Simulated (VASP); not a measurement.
# Ce (Fm-3m) in VASP: further runs, part 2 of 2

VASP 6.6.1.

## 3. Single point, PBE

INCAR

```
SYSTEM = Ce
PREC = Accurate ; ENCUT = 500
EDIFF = 1E-6 ; ISMEAR = 0
SIGMA = 0.6 ; LREAL = .FALSE.
LASPH = .TRUE. ; NELM = 200
ALGO = Normal ; ISIF = 2
LWAVE = .FALSE. ; LCHARG = .FALSE.
GGA = PE ; NBANDS = 12
GGA_COMPAT = .FALSE. ; LMAXMIX = 6
```

KPOINTS

```
regular mesh
0
G
  11 11 11
  0 0 0
```

POSCAR

```
Ce
1.0
    0.0000000000      2.3774557595      2.3774557595
    2.3774557595      0.0000000000      2.3774557595
    2.3774557595      2.3774557595      0.0000000000
Ce
1
Direct
    0.0000000000      0.0000000000      0.0000000000
```

Potentials or basis: VASP PAW PBE potentials, release 64 (Ce).

Run with:

```bash
> cat potpaw_PBE.64/Ce/POTCAR > POTCAR
> mpirun -np 1 vasp_std > vasp.out
```

OUTCAR:

```text
SYSTEM = Ce
   PREC = Accurate
   ENCUT = 500
   EDIFF = 1E-6
   ISMEAR = 0
   LREAL = .FALSE.
   LASPH = .TRUE.
   NELM = 200
   ISIF = 2
   GGA = PE

 ion  position               nearest neighbor table
   1  0.000  0.000  0.000-

  LATTYP: Found a face centered cubic cell.
 ALAT       =     4.7549115190

  Lattice vectors:

 A1 = (   0.0000000000,   2.3774557595,   2.3774557595)
 A2 = (   2.3774557595,   0.0000000000,   2.3774557595)
 A3 = (   2.3774557595,   2.3774557595,   0.0000000000)

Analysis of symmetry for initial positions (statically):
=====================================================================
 Subroutine PRICEL returns:
 Original cell was already a primitive cell.

 Routine SETGRP: Setting up the symmetry group for a
 face centered cubic supercell.

 Subroutine GETGRP returns: Found 48 space group operations
 (whereof 48 operations were pure point group operations)
 out of a pool of 48 trial point group operations.

The static configuration has the point symmetry O_h .

Analysis of symmetry for dynamics (positions and initial velocities):
=====================================================================
 Subroutine PRICEL returns:
[... 161 lines left out ...]
 Fermi energy:         9.2752414776

 k-point     1 :       0.0000    0.0000    0.0000
  band No.  band energies     occupation
      1     -25.3695      2.00000
      2      -6.6237      2.00000
      3      -6.6237      2.00000
      4      -6.6237      2.00000
      5       6.3437      2.00000
      6       9.2929      0.96683
      7       9.8871      0.14929
      8       9.8871      0.14929
      9       9.8871      0.14929
     10      10.6323      0.00138
     11      10.6323      0.00138
     12      10.6323      0.00138
[... 331 lines left out ...]
 k-point    24 :      -0.1818    0.1818    0.0000
  band No.  band energies     occupation
      1     -25.0423      2.00000
      2      -8.2434      2.00000
      3      -7.3245      2.00000
      4      -6.7929      2.00000
      5       8.7192      1.81004
      6       8.8986      1.62528
      7       9.3753      0.81360
      8       9.9730      0.10005
      9      10.0190      0.07961
     10      10.1487      0.03952
     11      10.2741      0.01855
     12      10.5403      0.00287

 [... further k-points ...]
[... 5 lines left out ...]
  --------------------------------------------------------------------------------------
  -------------------------------------------------------------------------------------
  Total        0.3896208      0.3896208      0.3896208      0.0000000      0.0000000     -0.0000000
  in kB       23.2265836     23.2265836     23.2265836      0.0000000      0.0000000     -0.0000000
  external PRESSURE =      23.2265836 kB  Pullay stress =       0.0000000 kB

 VOLUME and BASIS-vectors are now :
 -----------------------------------------------------------------------------
  energy-cutoff  :      500.00
  volume of cell :       26.88
      direct lattice vectors                 reciprocal lattice vectors
     0.000000000  2.377455760  2.377455760    -0.210308856  0.210308856  0.210308856
     2.377455760  0.000000000  2.377455760     0.210308856 -0.210308856  0.210308856
     2.377455760  2.377455760  0.000000000     0.210308856  0.210308856 -0.210308856

 POSITION                                       TOTAL-FORCE (eV/Angst)
 -----------------------------------------------------------------------------------
      0.00000      0.00000      0.00000         0.000000      0.000000      0.000000
 -----------------------------------------------------------------------------------
    total drift:                                0.000000     -0.000000      0.000000

  FREE ENERGIE OF THE ION-ELECTRON SYSTEM (eV)
  ---------------------------------------------------
  free  energy   TOTEN  =        -6.2087718102 eV

  energy  without entropy=       -5.6055963291  energy(sigma->0) =       -5.90718407
```

OSZICAR:

```text
N       E                     dE             d eps       ncg     rms          rms(c)
DAV:   1     0.925833262952E+02    0.92583E+02   -0.50606E+03  1352   0.124E+03
DAV:   2    -0.682346584254E+00   -0.93266E+02   -0.87570E+02  1740   0.187E+02
DAV:   3    -0.643046400655E+01   -0.57481E+01   -0.55319E+01  1532   0.676E+01
DAV:   4    -0.665378175856E+01   -0.22332E+00   -0.21741E+00  2512   0.984E+00
DAV:   5    -0.665854764058E+01   -0.47659E-02   -0.47404E-02  2144   0.157E+00    0.889E+00
DAV:   6    -0.690181328254E+01   -0.24327E+00   -0.95123E+00  2120   0.197E+01    0.718E+00
DAV:   7    -0.628819623811E+01    0.61362E+00   -0.48837E+00  2236   0.177E+01    0.399E+00
DAV:   8    -0.620871219252E+01    0.79484E-01   -0.60515E-01  2192   0.539E+00    0.509E-01
DAV:   9    -0.620822233696E+01    0.48986E-03   -0.26469E-02  2264   0.118E+00    0.172E-01
DAV:  10    -0.620875643617E+01   -0.53410E-03   -0.29475E-03  2388   0.233E-01    0.109E-01
DAV:  11    -0.620878301645E+01   -0.26580E-04   -0.11626E-04  2012   0.872E-02    0.402E-02
DAV:  12    -0.620877322788E+01    0.97886E-05   -0.30403E-05  2264   0.360E-02    0.126E-02
DAV:  13    -0.620877204368E+01    0.11842E-05   -0.11954E-05  2460   0.165E-02    0.747E-03
DAV:  14    -0.620877181024E+01    0.23344E-06   -0.78140E-06  2016   0.118E-02
   1 F= -.62087718E+01 E0= -.59071841E+01  d E =-.603175E+00
```

Run time: 32 s. Hardware: 1 thread of Intel Xeon Platinum 8375C at 2.90GHz (Ice Lake), shared host; peak memory 0.17 GiB.

What came out:

| Quantity | Value |
| --- | --- |
| Free energy | -6.2088 eV |
| Pressure | 2.3 GPa |
| Band gap on the k mesh | zero (band 6 reaches 9.64 eV, above the bottom of band 7 at 9.20 eV) |

Caveat: spin-orbit coupling is left out, which moves the levels of the heavy elements. Spin polarisation is off, so any magnetic state and its effect on volume and gap are missing.

## 4. Single point, PBE

Edit INCAR of step 3 so:

```diff
@@ -3,3 +3,3 @@
 EDIFF = 1E-6 ; ISMEAR = 0
-SIGMA = 0.6 ; LREAL = .FALSE.
+SIGMA = 1.0 ; LREAL = .FALSE.
 LASPH = .TRUE. ; NELM = 200
```

KPOINTS is that of step 3.

POSCAR is that of step 3.

Run with:

```bash
> cat potpaw_PBE.64/Ce/POTCAR > POTCAR
> mpirun -np 1 vasp_std > vasp.out
```

It took 41 s on 1 thread of Intel Xeon Platinum 8375C at 2.90GHz (Ice Lake), shared host; peak memory 0.17 GiB.

It converged, with:

| Quantity | Value |
| --- | --- |
| Free energy | -6.7267 eV |
| Pressure | 5.9 GPa |
| Band gap on the k mesh | zero (band 6 reaches 9.85 eV, above the bottom of band 7 at 9.30 eV) |

Levels at points of the mesh, in eV from the Fermi level:
```
           k point  band 2  band 3  band 4  band 5  band 6  band 7  band 8  band 9  band 10  band 11
(0.00, 0.00, 0.00)  -15.79  -15.79  -15.79   -2.94    0.28    0.91    0.91    0.91     1.69     1.69
```

Caveat: spin-orbit coupling is left out, which moves the levels of the heavy elements. Spin polarisation is off, so any magnetic state and its effect on volume and gap are missing.

## 5. Single point, PBE

INCAR

```
SYSTEM = Ce
PREC = Accurate ; ENCUT = 500
EDIFF = 1E-6 ; ISMEAR = 1
SIGMA = 0.01 ; LREAL = .False.
LASPH = .True. ; NELM = 200
ALGO = Normal ; ISIF = 2
LWAVE = .False. ; LCHARG = .False.
GGA = PE ; NBANDS = 12
GGA_COMPAT = .False. ; LMAXMIX = 6
```

KPOINTS

```
Automatic mesh
0
Gamma
  11 11 11
  0 0 0
```

POSCAR is that of step 4.

Run with:

```bash
> cat potpaw_PBE.64/Ce/POTCAR > POTCAR
> mpirun -np 1 vasp_std > vasp.out
```

Wall time 28 s (1 thread of Intel Xeon Platinum 8375C at 2.90GHz (Ice Lake), shared host); peak memory 0.17 GiB.

The run converged. Its results:

- Free energy: -5.9367 eV
- Pressure: -0.8 GPa
- Band gap on the k mesh: zero (band 6 reaches 9.43 eV, above the bottom of band 7 at 9.10 eV)

Levels at points of the mesh, in eV from the Fermi level:
```tsv
k point	band 3	band 4	band 5	band 6	band 7	band 8	band 9	band 10
(0.00, 0.00, 0.00)	-15.93	-15.93	-2.85	-0.15	0.42	0.42	0.42	1.15
```

Caveat: spin-orbit coupling is left out, which moves the levels of the heavy elements.

## 6. Single point, PBE

INCAR

```
SYSTEM = Ce
ALGO = Normal ; EDIFF = 1E-6
ENCUT = 500 ; GGA = PE
GGA_COMPAT = .False. ; ISIF = 2
ISMEAR = 1 ; LASPH = .True.
LCHARG = .False. ; LMAXMIX = 6
LREAL = .False. ; LWAVE = .False.
NBANDS = 12 ; NELM = 200
PREC = Accurate ; SIGMA = 0.03
```

KPOINTS

```
k-points
0
Gamma
  11 11 11
  0 0 0
```

POSCAR is that of step 5.

Potentials or basis: VASP PAW PBE potentials, release 64 (Ce).

Run with:

```bash
> cat potpaw_PBE.64/Ce/POTCAR > POTCAR
> mpirun -np 1 vasp_std > vasp.out
```

It took 27 s on 1 thread of Intel Xeon Platinum 8375C at 2.90GHz (Ice Lake), shared host; peak memory 0.17 GiB.

Results (log left out):

```
Free energy            : -5.9367 eV
Pressure               : -0.8 GPa
Band gap on the k mesh : zero (band 6 reaches 9.43 eV, above the bottom of band 7 at 9.10 eV)
```

Levels at points of the mesh, in eV from the Fermi level:
```
           k point  band 4  band 5  band 6  band 7  band 8  band 9
(0.00, 0.00, 0.00)  -15.93   -2.86   -0.16    0.41    0.41    0.41
```

Caveat: spin-orbit coupling is left out, which moves the levels of the heavy elements. Spin polarisation is off, so any magnetic state and its effect on volume and gap are missing.

## 7. The runs side by side

| smearing | gap on the mesh (eV) | pressure (GPa) |
| --- | --- | --- |
| gaussian 0.3 eV | none | -0.1 |
| gaussian 0.6 eV | none | 2.3 |
| gaussian 1 eV | none | 5.9 |
| methfessel-paxton 0.01 eV | none | -0.8 |
| methfessel-paxton 0.03 eV | none | -0.8 |

Alike in all rows: task single point; level PBE; potentials or basis VASP PAW PBE potentials, release 64 (Ce); no spin polarisation; cell as given; k mesh 11 × 11 × 11; cutoff (eV) 500.

Every run on the cell as given and a fine mesh finds a metal.

Caveats: spin-orbit coupling is left out, which moves the levels of the heavy elements.

Absolute energies hang on the potentials; compare differences alone.
